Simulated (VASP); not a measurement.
# WS2 (P1) in VASP: notebook

WS2 is run at these levels: LDA; tasks: single point.

Everything below comes from runs of VASP 6.6.1. Logs are shortened: lines on timing, memory, paths and dates and some standing lists are left out, and cuts for length are marked.

## 1. The cell of the first run

The typed cell holds 12 atoms: a = 7.503 Å, b = 7.503 Å, c = 7.503 Å, α = 52.33°, β = 52.33°, γ = 52.33°.

## 2. Single point, LDA

The input, INCAR:

```
PREC = Accurate
ENCUT = 520
EDIFF = 1E-7
ISMEAR = -1
SIGMA = 0.3
LREAL = False
LASPH = True
NELM = 100
ALGO = Normal
ISIF = 2
LWAVE = False
LCHARG = False
GGA = CA
NBANDS = 64
```

The input, KPOINTS:

```
regular mesh
0
Gamma
  2 2 2
```

The input, POSCAR:

```
WS2
1.0
   -3.3086040000     -1.9102230000      6.4572600000
    3.3086040000     -1.9102230000      6.4572600000
    0.0000000000      3.8204460000      6.4572600000
W S
4 8
Direct
    0.0252044689      0.0466334462     -0.0733091273
    0.4635537369      0.4937175160      0.0424561856
    0.5211112525     -0.0371000052      0.5553460033
   -0.0008267487      0.4690390920      0.4702042607
    0.2541643415      0.2941509945      0.1934079336
    0.4335575839      0.3956261784      0.4503992188
    0.7759451496      0.8256640039      0.2215790099
    0.9223369038      0.8374370488      0.5061871517
    0.6918294829      0.3542853102      0.7031410832
    0.8908540666      0.4042742281      0.9587843556
    0.2665293372      0.7851468568      0.7255791744
    0.3877493156      0.9371350988      0.9460478386
```

Potentials or basis: VASP PAW LDA potentials, release 64 (W_sv, S).

On the command line:

```console
> cat potpaw_LDA.64/W_sv/POTCAR potpaw_LDA.64/S/POTCAR > POTCAR
> mpirun -np 1 vasp_std > vasp.out
```

OUTCAR:

```text
PREC = Accurate
   ENCUT = 520
   EDIFF = 1E-7
   ISMEAR = -1
   LREAL = False
   LASPH = True
   NELM = 100
   ISIF = 2
   GGA = CA

 ion  position               nearest neighbor table
   1  0.025  0.047  0.927-  11 2.31   7 2.32  10 2.34  12 2.39   9 2.78   4 2.93   3 2.93   2 3.35
                             2 3.40
   2  0.464  0.494  0.042-   5 2.15   9 2.50  10 2.56   6 2.56  11 2.57  12 2.68   4 2.98   3 3.18
                             1 3.35   1 3.40   3 3.47
   3  0.521  0.963  0.555-  11 2.26  12 2.36   8 2.39   7 2.42   6 2.55   1 2.93   2 3.18   4 3.29
                             2 3.47   4 3.48
   4  0.999  0.469  0.470-   9 2.19   5 2.26   7 2.38   8 2.61   6 2.87   1 2.93   2 2.98  10 3.00
                             3 3.29   3 3.48
   5  0.254  0.294  0.193-   2 2.15   4 2.26
   6  0.434  0.396  0.450-   3 2.55   2 2.56   4 2.87
   7  0.776  0.826  0.222-   1 2.32   4 2.38   3 2.42
   8  0.922  0.837  0.506-   3 2.39   4 2.61
   9  0.692  0.354  0.703-   4 2.19   2 2.50   1 2.78
  10  0.891  0.404  0.959-   1 2.34   2 2.56   4 3.00
  11  0.267  0.785  0.726-   3 2.26   1 2.31   2 2.57
  12  0.388  0.937  0.946-   3 2.36   1 2.39   2 2.68

  LATTYP: Found a trigonal (rhomboedric) cell.
 ALAT       =     7.5028007468
 COS(alpha) =     0.6110688295

  Lattice vectors:

 A1 = (  -3.3086040000,  -1.9102230000,   6.4572600000)
 A2 = (   3.3086040000,  -1.9102230000,   6.4572600000)
 A3 = (   0.0000000000,   3.8204460000,   6.4572600000)

Analysis of symmetry for initial positions (statically):
=====================================================================
 Subroutine PRICEL returns:
 Original cell was already a primitive cell.

 Routine SETGRP: Setting up the symmetry group for a
 trigonal (rhombohedral) supercell.

 Subroutine GETGRP returns: Found  1 space group operations
 (whereof  1 operations were pure point group operations)
 out of a pool of 12 trial point group operations.

The static configuration has the point symmetry C_1 .

Analysis of symmetry for dynamics (positions and initial velocities):
=====================================================================
 Subroutine PRICEL returns:
 Original cell was already a primitive cell.

 Routine SETGRP: Setting up the symmetry group for a
 trigonal (rhombohedral) supercell.

 Subroutine GETGRP returns: Found  1 space group operations
 (whereof  1 operations were pure point group operations)
 out of a pool of 12 trial point group operations.

The dynamic configuration has the point symmetry C_1 .

[... 113 lines left out ...]
   NUPDOWN=      -1.0000    fix difference up-down
   EMIN   =  10.00;   EMAX   =-10.00  energy-range for DOS
   EFERMI =   0.00;   METHOD = LEGACY
   ISMEAR =    -1;   SIGMA  =   0.30  broadening in eV -4-tet -1-fermi 0-gaus
   EFERMI_NEDOS =   21; number of points for ismear=-14 and -15
   IALGO  =     38    algorithm
   IMIX   =      4    mixing-type and parameters
     AMIX     =   0.40;   BMIX     =  1.00
     AMIX_MAG =   1.60;   BMIX_MAG =  1.00
  volume/ion in A,a.u.               =      20.41       137.70
  Fermi-wavevector in a.u.,A,eV,Ry     =   1.230580  2.325459 20.603668  1.514327
  Thomas-Fermi vector in A             =   2.365423
   LORBIT       =      0    0 simple, 1 ext, 2 COOP (PROOUT), +10 PAW based schemes
   GGA     = CA    functional components
   LHFCALC =     F    Hartree Fock is set to
   AEXX    =    0.0000 exact exchange contribution
   IVDW    =     0    specifies the selected vdW correction
   LEPSILON=     F    determine dielectric tensor
   LRPA    =     F    only Hartree local field effects (RPA)
 non-spin polarized calculation
  energy-cutoff  :      520.00
  volume of cell :      244.87
 maximum number of plane-waves:      6636
 NGX is ok and might be reduce to    56
   NGX = 27   NGY = 27   NGZ = 27

 number of electron     104.0000000 magnetization

 Free energy of the ion-electron system (eV)
  ---------------------------------------------------
  ext. energy  EPLUGINS =         0.00000000
  ---------------------------------------------------
  free energy    TOTEN  =       -97.09694577 eV

  energy without entropy =      -95.38075388  energy(sigma->0) =      -96.23884983

 E-fermi :   5.7164     XC(G=0): -10.5052

 val. band max:        5.5316551164   @ k =   0.5000   0.0000  -0.0000
 cond. band min:       5.7306820585   @ k =   0.0000   0.0000   0.0000
 fundamental gap:      0.1990269421
 Fermi energy:         5.7164147895

 k-point     1 :       0.0000    0.0000    0.0000
  band No.  band energies     occupation
      1     -68.5789      2.00000
      2     -68.5556      2.00000
      3     -68.4779      2.00000
      4     -68.4516      2.00000
      5     -33.2705      2.00000
      6     -33.1946      2.00000
[... 525 lines left out ...]
     63       8.3437      0.00031
     64       8.6114      0.00013

------------------------ aborting loop because EDIFF is reached ----------------------------------------

  FORCE on cell =-STRESS in cart. coord.  units (eV):
  Direction    XX          YY          ZZ          XY          YZ          ZX
  --------------------------------------------------------------------------------------
  -------------------------------------------------------------------------------------
  Total      -14.7031941     -3.8996955     -6.8490587      4.1179295     -9.4859985      2.4166833
  in kB      -96.2041679    -25.5160179    -44.8139359     26.9439401    -62.0676427     15.8125508
  external PRESSURE =     -55.5113739 kB  Pullay stress =       0.0000000 kB

 VOLUME and BASIS-vectors are now :
 -----------------------------------------------------------------------------
  energy-cutoff  :      520.00
  volume of cell :      244.87
      direct lattice vectors                 reciprocal lattice vectors
    -3.308604000 -1.910223000  6.457260000    -0.151121137 -0.087249848  0.051621482
     3.308604000 -1.910223000  6.457260000     0.151121137 -0.087249848  0.051621482
     0.000000000  3.820446000  6.457260000     0.000000000  0.174499696  0.051621482

 POSITION                                       TOTAL-FORCE (eV/Angst)
 -----------------------------------------------------------------------------------
      0.07090      3.40315      6.44776         0.534461      0.946775      1.318013
      0.09980     -1.66640      6.45550         0.591127     -4.142526      4.366341
      1.46170     -0.71312     13.16866         1.034978     -2.384798      2.195816
     -1.75400     -1.00822     12.51686         0.416801     -1.540650      5.429976
      0.13230     -0.30850      4.78950        -0.583479      2.621211     -2.589578
     -0.12550      0.13680      8.26260        -0.185778     -0.192416     -3.248321
      0.16450     -2.21290     11.77280         0.036281      0.540146     -1.508483
     -0.28090     -1.42770     14.63190        -0.034466      0.003254     -1.327337
     -1.11680      0.68800     11.29540        -1.197777      2.517180     -0.915697
     -1.60990      1.18900     14.55410         0.568225     -0.328611     -1.225702
      1.71590      0.76310     11.47620        -0.396349      1.052331     -1.239148
      1.81770      1.08350     14.66400        -0.784025      0.908105     -1.255880
 -----------------------------------------------------------------------------------
    total drift:                                0.000013     -0.000032     -0.000181

  FREE ENERGIE OF THE ION-ELECTRON SYSTEM (eV)
  ---------------------------------------------------
  free  energy   TOTEN  =       -97.0969457701 eV

  energy  without entropy=      -95.3807538842  energy(sigma->0) =      -96.23884983
```

OSZICAR:

```text
N       E                     dE             d eps       ncg     rms          rms(c)
DAV:   1     0.107334174175E+04    0.10733E+04   -0.54034E+04  1120   0.158E+03
DAV:   2    -0.175637684967E+02   -0.10909E+04   -0.10590E+04  1176   0.437E+02
DAV:   3    -0.100404792110E+03   -0.82841E+02   -0.80600E+02  1280   0.113E+02
DAV:   4    -0.103328196764E+03   -0.29234E+01   -0.28903E+01  1240   0.209E+01
DAV:   5    -0.103413403820E+03   -0.85207E-01   -0.84896E-01  1256   0.371E+00    0.481E+01
DAV:   6    -0.986844755049E+02    0.47289E+01   -0.32439E+01  1256   0.232E+01    0.220E+01
DAV:   7    -0.978072468526E+02    0.87723E+00   -0.14555E+01  1272   0.137E+01    0.120E+01
DAV:   8    -0.971774721371E+02    0.62977E+00   -0.27891E+00  1296   0.766E+00    0.394E+00
DAV:   9    -0.971153449556E+02    0.62127E-01   -0.82463E-01  1288   0.356E+00    0.163E+00
DAV:  10    -0.970989441684E+02    0.16401E-01   -0.94267E-02  1264   0.177E+00    0.685E-01
DAV:  11    -0.970974860673E+02    0.14581E-02   -0.16683E-02  1320   0.700E-01    0.358E-01
DAV:  12    -0.970971443153E+02    0.34175E-03   -0.55832E-03  1320   0.457E-01    0.211E-01
DAV:  13    -0.970969571206E+02    0.18719E-03   -0.12394E-03  1304   0.221E-01    0.860E-02
DAV:  14    -0.970969427927E+02    0.14328E-04   -0.17475E-04  1224   0.717E-02    0.442E-02
DAV:  15    -0.970969468788E+02   -0.40861E-05   -0.31547E-05  1296   0.292E-02    0.148E-02
DAV:  16    -0.970969463650E+02    0.51384E-06   -0.14854E-05  1304   0.267E-02    0.782E-03
DAV:  17    -0.970969456928E+02    0.67219E-06   -0.41115E-06  1296   0.127E-02    0.308E-03
DAV:  18    -0.970969457701E+02   -0.77322E-07   -0.66714E-07  1040   0.307E-03
   1 F= -.97096946E+02 E0= -.96238850E+02  d E =-.171619E+01
```

stdout:

```text
POSCAR found type information on POSCAR W S
 POSCAR found :  2 types and      12 ions
 scaLAPACK will be used
 LDA part: xc-table for (Slater(with rela. corr.)+CA(PZ))
 , standard interpolation
 POSCAR, INCAR and KPOINTS ok, starting setup
 FFT: planning ... GRIDC
 FFT: planning ... GRID_SOFT
 FFT: planning ... GRID
 WAVECAR not read
 entering main loop
```

It took 6.5 min on 1 thread of Intel Xeon 8259CL, shared host; peak memory 0.37 GiB.

Results:

| Quantity | Value |
| --- | --- |
| Free energy | -97.0969 eV |
| Pressure | -5.6 GPa |
| Largest force | 6.048 eV/Å |
| Band gap on the k mesh | 0.20 eV (least direct gap 0.43 eV) |

Forces in eV/Å, atoms in the order of the input:
```
W    0.534  0.947  1.318
W    0.591 -4.143  4.366
W    1.035 -2.385  2.196
W    0.417 -1.541  5.430
S   -0.583  2.621 -2.590
S   -0.186 -0.192 -3.248
S    0.036  0.540 -1.508
S   -0.034  0.003 -1.327
S   -1.198  2.517 -0.916
S    0.568 -0.329 -1.226
S   -0.396  1.052 -1.239
S   -0.784  0.908 -1.256
```

Levels at points of the mesh, in eV from the valence-band top:
```tsv
k point	band 48	band 49	band 50	band 51	band 52	band 53	band 54	band 55	band 56	band 57
(0.00, 0.00, 0.00)	-0.84	-0.66	-0.54	-0.40	-0.26	0.20	0.91	1.17	1.39	1.54
(0.50, 0.00, 0.00)	-1.14	-0.81	-0.44	-0.13	0.00	0.60	0.91	1.07	1.23	1.36
(0.00, 0.50, 0.00)	-1.16	-0.84	-0.63	-0.33	-0.02	0.42	0.80	1.10	1.13	1.42
(0.00, 0.00, 0.50)	-1.43	-1.11	-0.98	-0.49	-0.33	0.32	0.86	1.10	1.28	1.57
(0.50, 0.50, 0.00)	-1.57	-1.14	-0.97	-0.54	-0.35	0.48	0.92	1.12	1.36	1.42
(0.50, 0.00, 0.50)	-1.28	-0.86	-0.52	-0.37	-0.02	0.54	0.75	0.90	1.30	1.41
(0.00, 0.50, 0.50)	-1.20	-0.73	-0.48	-0.23	-0.06	0.47	0.79	0.96	1.15	1.37
(0.50, 0.50, 0.50)	-0.90	-0.65	-0.57	-0.46	-0.22	0.43	0.86	1.21	1.49	1.61
```

Caveat: the k points lie up to 0.57 Å⁻¹ apart; so wide a smearing shifts energies and pressures; spin-orbit coupling is left out, which moves the levels of the heavy elements; forces of over 1 eV/Å act on the atoms, so gaps and moduli don't describe the material at rest.

(Part 1 of 3 ends here.)

The gap in the log of VASP goes by the Fermi energy; the results here count the filled bands.